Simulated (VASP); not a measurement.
A run of VASP 6.6.1 is set up as follows.

INCAR

```
SYSTEM = MoRu2
ALGO = Fast
EDIFF = 1E-6
ENCUT = 520
GGA = PE
ISIF = 2
ISMEAR = 0
LASPH = .TRUE.
LCHARG = .FALSE.
LREAL = .FALSE.
LWAVE = .FALSE.
NBANDS = 51
NELM = 100
PREC = Accurate
SIGMA = 0.1
```

Contents of KPOINTS:

```
k-points
0
G
  12 12 8
  0 0 0
```

File POSCAR:

```
MoRu2
1.0
    4.6796231857      0.0000000000      0.0000000000
   -2.3398115928      4.0526725590      0.0000000000
    0.0000000000      0.0000000000      4.2914672602
Mo Ru
2 4
Direct
    0.6666666667      0.3333333333      0.0000000000
    0.3333333333      0.6666666667      0.0000000000
    0.0000000000      0.0000000000      0.0000000000
    0.0000000000      0.3310260722      0.5000000000
    0.6689739278      0.6689739278      0.5000000000
    0.3310260722      0.0000000000      0.5000000000
```

Potentials or basis: VASP PAW PBE potentials, release 64 (Mo_sv, Ru_pv).

Run with:

```console
$ cat potpaw_PBE.64/Mo_sv/POTCAR potpaw_PBE.64/Ru_pv/POTCAR > POTCAR
$ mpirun -np 1 vasp_std > vasp.out
```

(1) Predict the largest force.

(2) What does it give for the pressure?

(3) Estimate the band gap on the k mesh.

Results:

(1) 0.007 eV/Å.

(2) 20.8 GPa.

(3) zero (bands 42 and 43 overlap by 0.92 eV).

Caveat: the cell stands under pressure.
